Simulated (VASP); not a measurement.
# MgTe (P6_3mc) in VASP: single point with PBE0

Aim: the single point of MgTe with PBE0.

Everything below comes from runs of VASP 6.6.1. Logs are shortened: lines on timing, memory, paths and dates and some standing lists are left out, and cuts for length are marked.

## 1. The cell of the first run

It takes space group P6_3mc (No. 186, hexagonal). Conventional cell: a = 4.561 Å, b = 4.561 Å, c = 7.412 Å, α = 90.00°, β = 90.00°, γ = 120.00°. Mg (site symmetry 3m) has 4 Te at 2.79 Å within 3.7 Å. Te (site symmetry 3m) has 4 Mg at 2.79 Å within 3.7 Å.

## 2. Single point, PBE0

Contents of POSCAR:

```
MgTe
1.0
    4.5606547235      0.0000000000      0.0000000000
   -2.2803273617      3.9496428484      0.0000000000
    0.0000000000      0.0000000000      7.4123107801
Mg Te
2 2
Direct
    0.3333333333      0.6666666667      0.0001129065
    0.6666666667      0.3333333333      0.5001129065
    0.3333333333      0.6666666667      0.3768870935
    0.6666666667      0.3333333333      0.8768870935
```

Contents of INCAR.step1:

```
SYSTEM = MgTe
  ALGO = Normal
  EDIFF = 1E-5
  ENCUT = 520
  GGA = PE
  GGA_COMPAT = .False.
  ISIF = 2
  ISMEAR = 0
  LASPH = .True.
  LREAL = .False.
  LWAVE = .True.
  NBANDS = 16
  NELM = 120
  PREC = Accurate
  SIGMA = 0.01
```

Contents of INCAR.step2:

```
SYSTEM = MgTe
  AEXX = 0.25
  ALGO = Normal
  EDIFF = 1E-6
  ENCUT = 520
  GGA = PE
  GGA_COMPAT = .False.
  ISIF = 2
  ISMEAR = 0
  ISTART = 1
  LASPH = .True.
  LCHARG = .True.
  LELF = .True.
  LHFCALC = .True.
  LREAL = .False.
  LVHAR = .True.
  LWAVE = .False.
  NBANDS = 16
  NELM = 120
  PREC = Accurate
  PRECFOCK = Normal
  SIGMA = 0.01
```

Contents of KPOINTS:

```
k-points
0
Gamma
  6 6 2
  0 0 0
```

Potentials or basis: VASP PAW PBE potentials, release 64 (Mg, Te).

Command:

```
$ cat potpaw_PBE.64/Mg/POTCAR potpaw_PBE.64/Te/POTCAR > POTCAR
$ cp INCAR.step1 INCAR
$ mpirun -np 1 vasp_std > vasp.out
$ cp INCAR.step2 INCAR
$ mpirun -np 1 vasp_std > vasp.out
```

OUTCAR:

```text
SYSTEM = MgTe
   AEXX = 0.25
   EDIFF = 1E-6
   ENCUT = 520
   GGA = PE
   ISIF = 2
   ISMEAR = 0
   ISTART = 1
   LASPH = .True.
   LHFCALC = .True.
   LREAL = .False.
   NELM = 120
   PREC = Accurate
   PRECFOCK = Normal

 ion  position               nearest neighbor table
   1  0.333  0.667  0.000-   4 2.79   4 2.79   4 2.79   3 2.79
   2  0.667  0.333  0.500-   3 2.79   3 2.79   3 2.79   4 2.79
   3  0.333  0.667  0.377-   2 2.79   2 2.79   2 2.79   1 2.79
   4  0.667  0.333  0.877-   1 2.79   1 2.79   1 2.79   2 2.79

  LATTYP: Found a hexagonal cell.
 ALAT       =     4.5606547235
 C/A-ratio  =     1.6252733937

  Lattice vectors:

 A1 = (   4.5606547235,   0.0000000000,   0.0000000000)
 A2 = (  -2.2803273617,   3.9496428484,   0.0000000000)
 A3 = (   0.0000000000,   0.0000000000,   7.4123107801)

Analysis of symmetry for initial positions (statically):
=====================================================================
 Subroutine PRICEL returns:
 Original cell was already a primitive cell.

 Routine SETGRP: Setting up the symmetry group for a
 hexagonal supercell.

 Subroutine GETGRP returns: Found 12 space group operations
 (whereof  6 operations were pure point group operations)
 out of a pool of 24 trial point group operations.

The static configuration has the point symmetry C_3v.
 The point group associated with its full space group is C_6v.

Analysis of symmetry for dynamics (positions and initial velocities):
=====================================================================
 Subroutine PRICEL returns:
 Original cell was already a primitive cell.

 Routine SETGRP: Setting up the symmetry group for a
 hexagonal supercell.

 Subroutine GETGRP returns: Found 12 space group operations
 (whereof  6 operations were pure point group operations)
 out of a pool of 24 trial point group operations.

The dynamic configuration has the point symmetry C_3v.
 The point group associated with its full space group is C_6v.

 Subroutine INISYM returns: Found 12 space group operations
 (whereof  6 operations are pure point group operations),
 and found     1 'primitive' translations

----------------------------------------------------------------------------------------

                                     Primitive cell

  volume of cell :     133.5176

  direct lattice vectors                    reciprocal lattice vectors
     4.560654723  0.000000000  0.000000000     0.219266763  0.126593725  0.000000000
    -2.280327362  3.949642848  0.000000000     0.000000000  0.253187450  0.000000000
     0.000000000  0.000000000  7.412310780     0.000000000  0.000000000  0.134910695

  length of vectors
     4.560654723  4.560654723  7.412310780     0.253187450  0.253187450  0.134910695

  position of ions in fractional coordinates (direct lattice)
     0.333333333  0.666666667  0.000112907
     0.666666667  0.333333333  0.500112907
     0.333333333  0.666666667  0.376887094
     0.666666667  0.333333333  0.876887094

  ion indices of the primitive-cell ions
   primitive index   ion index
                 1           1
                 2           2
                 3           3
                 4           4

----------------------------------------------------------------------------------------

 KPOINTS: k-points

Automatic generation of k-mesh.
 Grid dimensions read from file:
 generate k-points for:    6    6    2

 Generating k-lattice:

  Cartesian coordinates                     Fractional coordinates (reciprocal lattice)
     0.036544461  0.021098954  0.000000000     0.166666667 -0.000000000  0.000000000
     0.000000000  0.042197908  0.000000000     0.000000000  0.166666667  0.000000000
     0.000000000  0.000000000  0.067455348     0.000000000  0.000000000  0.500000000

  Length of vectors
     0.042197908  0.042197908  0.067455348

  Shift w.r.t. Gamma in fractional coordinates (k-lattice)
     0.000000000  0.000000000  0.000000000

 Subroutine IBZKPT returns following result:
 ===========================================

 Found     14 irreducible k-points:

 Following reciprocal coordinates:
            Coordinates               Weight
  0.000000  0.000000  0.000000      1.000000
  0.166667  0.000000  0.000000      6.000000
  0.333333  0.000000  0.000000      6.000000
  0.500000 -0.000000  0.000000      3.000000
  0.166667  0.166667  0.000000      6.000000
  0.333333  0.166667  0.000000     12.000000
  0.333333  0.333333  0.000000      2.000000
  0.000000  0.000000  0.500000      1.000000
  0.166667  0.000000  0.500000      6.000000
  0.333333  0.000000  0.500000      6.000000
  0.500000 -0.000000  0.500000      3.000000
  0.166667  0.166667  0.500000      6.000000
  0.333333  0.166667  0.500000     12.000000
  0.333333  0.333333  0.500000      2.000000
   k-points           NKPTS =     14   k-points in BZ     NKDIM =     72   number of bands    NBANDS=     16
   number of dos      NEDOS =    301   number of ions     NIONS =      4
   total plane-waves  NPLWV =  72576
   dimension x,y,z NGX =    36 NGY =   36 NGZ =   56
   dimension x,y,z NGXF=    72 NGYF=   72 NGZF=  112
   ions per type =               2   2
   NGX,Y,Z   is equivalent  to a cutoff of  13.12, 13.12, 12.56 a.u.
   NGXF,Y,Z  is equivalent  to a cutoff of  26.25, 26.25, 25.12 a.u.
 SYSTEM =  MgTe
   PREC   = accura    normal or accurate (medium, high low for compatibility)
   ISTART =      1    job   : 0-new  1-cont  2-samecut
   ICHARG =      0    charge: 1-file 2-atom 10-const
   ISPIN  =      1    spin polarized calculation?
   LNONCOLLINEAR =      F non collinear calculations
   LSORBIT =      F    spin-orbit coupling
   LASPH  =      T    aspherical Exc in radial PAW
   ENCUT  =  520.0 eV  38.22 Ry    6.18 a.u.   8.48  8.48 13.78*2*pi/ulx,y,z
   NELM   =    120;   NELMIN=  2; NELMDL=  0     # of ELM steps
   EDIFF  = 0.1E-05   stopping-criterion for ELM
   LREAL  =      F    real-space projection
   EDIFFG = 0.1E-04   stopping-criterion for IOM
   NSW    =      0    number of steps for IOM
   IBRION =     -1    ionic relax: 0-MD 1-quasi-New 2-CG
   NFREE  =      0    steps in history (QN), initial steepest desc. (CG)
   ISIF   =      2    stress and relaxation
   ISYM   =      3    0-nonsym 1-usesym 2-fastsym
   POTIM  = 0.5000    time-step for ionic-motion
   TEBEG  =    0.0;   TEEND  =   0.0 temperature during run
   PSTRESS=    0.0 pullay stress
   NELECT =      16.0000    total number of electrons
   NUPDOWN=      -1.0000    fix difference up-down
   EMIN   =  10.00;   EMAX   =-10.00  energy-range for DOS
   EFERMI =   0.00;   METHOD = LEGACY
   ISMEAR =     0;   SIGMA  =   0.01  broadening in eV -4-tet -1-fermi 0-gaus
   EFERMI_NEDOS =   21; number of points for ismear=-14 and -15
   IALGO  =     38    algorithm
   IMIX   =      1    mixing-type and parameters
     AMIX     =   0.40;   BMIX     =  1.00
     AMIX_MAG =   1.60;   BMIX_MAG =  1.00
  volume/ion in A,a.u.               =      33.38       225.26
  Fermi-wavevector in a.u.,A,eV,Ry     =   0.807115  1.525226  8.863300  0.651434
  Thomas-Fermi vector in A             =   1.915674
   LORBIT       =      0    0 simple, 1 ext, 2 COOP (PROOUT), +10 PAW based schemes
   GGA     = PE    functional components
   LHFCALC =     T    Hartree Fock is set to
   PRECFOCK=normal    Normal, Fast or Accurate (Low or Medium for compatibility)
   ENCUT4O =  -1.0   cutoff for four orbital integrals eV
   NKREDX  =     1    reduce k-point grid by
   NKREDY  =     1    reduce k-point grid by
   NKREDZ  =     1    reduce k-point grid by
   AEXX    =    0.2500 exact exchange contribution
   HFSCREEN=    0.0000 screening length (either q_TF or 0.3 A-1)
   HFSCREENC=   0.0000 screening length for correlation (either q_TF or 0.3 A-1)
   ENCUTFOCK=  -1.0 apply spherical cutoff to Coloumb kernel
   IVDW    =     0    specifies the selected vdW correction
   LEPSILON=     F    determine dielectric tensor
   LRPA    =     F    only Hartree local field effects (RPA)
 non-spin polarized calculation
 Gauss-broadening in eV      SIGMA  =   0.01
  energy-cutoff  :      520.00
  volume of cell :      133.52
 maximum number of plane-waves:      3652
 NGX is ok and might be reduce to    36
  NGX = 28; NGY = 28; NGZ = 42

 number of electron      16.0000001 magnetization

 Free energy of the ion-electron system (eV)
  ---------------------------------------------------
  ext. energy  EPLUGINS =         0.00000000
  ---------------------------------------------------
  free energy    TOTEN  =       -16.19831798 eV

  energy without entropy =      -16.19831798  energy(sigma->0) =      -16.19831798

 E-fermi :   1.1499     XC(G=0):  -6.2531

 val. band max:        1.0595936560   @ k =   0.0000   0.0000   0.0000
 cond. band min:       4.9906543087   @ k =   0.0000   0.0000   0.0000
 fundamental gap:      3.9310606527
 Fermi energy:         1.1498533400

 k-point     1 :       0.0000    0.0000    0.0000
  band No.  band energies     occupation
      1     -10.1893      2.00000
      2      -9.4823      2.00000
      3      -2.5718      2.00000
      4       0.5111      2.00000
      5       0.5111      2.00000
      6       1.0593      2.00000
[... 8 lines left out ...]
     15       9.0081      0.00000
     16       9.9865      0.00000

 k-point     2 :       0.1667    0.0000    0.0000
  band No.  band energies     occupation
      1     -10.0553      2.00000
      2      -9.4092      2.00000
      3      -2.3760      2.00000
      4      -0.4125      2.00000
      5       0.0643      2.00000
      6       0.2554      2.00000
[... 8 lines left out ...]
     15       9.0407      0.00000
     16       9.5637      0.00000

 k-point     3 :       0.3333    0.0000    0.0000
  band No.  band energies     occupation
      1      -9.7323      2.00000
      2      -9.2808      2.00000
      3      -2.0678      2.00000
      4      -1.4931      2.00000
      5      -1.2148      2.00000
      6      -0.1453      2.00000
[... 8 lines left out ...]
     15       9.7601      0.00000
     16      10.7821      0.00000
[... 172 lines left out ...]
 k-point    13 :       0.3333    0.1667    0.5000
  band No.  band energies     occupation
      1      -9.3838      2.00000
      2      -9.3838      2.00000
      3      -2.2743      2.00000
      4      -2.2743      2.00000
      5      -0.5329      2.00000
      6      -0.5329      2.00000
[... 8 lines left out ...]
     15      10.2528      0.00000
     16      10.2528      0.00000

 k-point    14 :       0.3333    0.3333    0.5000
  band No.  band energies     occupation
      1      -9.3150      2.00000
      2      -9.3150      2.00000
      3      -2.2287      2.00000
      4      -2.2287      2.00000
      5      -1.0953      2.00000
      6      -1.0953      2.00000
[... 8 lines left out ...]
     15      10.1042      0.00000
     16      10.1042      0.00000

------------------------ aborting loop because EDIFF is reached ----------------------------------------

  FORCE on cell =-STRESS in cart. coord.  units (eV):
  Direction    XX          YY          ZZ          XY          YZ          ZX
  --------------------------------------------------------------------------------------
  -------------------------------------------------------------------------------------
  Total        0.1561301      0.1561301      0.1861122      0.0000000      0.0000000     -0.0000000
  in kB        1.8735212      1.8735212      2.2332983      0.0000000      0.0000000     -0.0000000
  external PRESSURE =       1.9934469 kB  Pullay stress =       0.0000000 kB

 VOLUME and BASIS-vectors are now :
 -----------------------------------------------------------------------------
  energy-cutoff  :      520.00
  volume of cell :      133.52
      direct lattice vectors                 reciprocal lattice vectors
     4.560654723  0.000000000  0.000000000     0.219266763  0.126593725  0.000000000
    -2.280327362  3.949642848  0.000000000     0.000000000  0.253187450  0.000000000
     0.000000000  0.000000000  7.412310780     0.000000000  0.000000000  0.134910695

 POSITION                                       TOTAL-FORCE (eV/Angst)
 -----------------------------------------------------------------------------------
     -0.00000      2.63310      0.00084        -0.000000      0.000000      0.002894
      2.28033      1.31655      3.70699        -0.000000     -0.000000      0.002894
     -0.00000      2.63310      2.79360        -0.000000      0.000000     -0.002894
      2.28033      1.31655      6.49976         0.000000     -0.000000     -0.002894
 -----------------------------------------------------------------------------------
    total drift:                               -0.000000     -0.000000     -0.000429

  FREE ENERGIE OF THE ION-ELECTRON SYSTEM (eV)
  ---------------------------------------------------
  free  energy   TOTEN  =       -16.1983179803 eV

  energy  without entropy=      -16.1983179803  energy(sigma->0) =      -16.19831798
```

Run time: 60 min. Hardware: 1 thread of Intel Xeon 8259CL, shared host; peak memory 0.31 GiB.

What came out:

| Quantity | Value |
| --- | --- |
| Free energy | -16.1983 eV |
| Pressure | 0.2 GPa |
| Band gap on the k mesh | 3.93 eV |

Forces in eV/Å, atoms in the order of the input:
```
Mg   0.000  0.000  0.003
Mg   0.000  0.000  0.003
Te   0.000  0.000 -0.003
Te   0.000  0.000 -0.003
```

Caveat: the k points lie up to 0.42 Å⁻¹ apart; the PAW data sets were made with another functional, which shifts forces and pressure a little; spin-orbit coupling is left out, which moves the levels of the heavy elements.
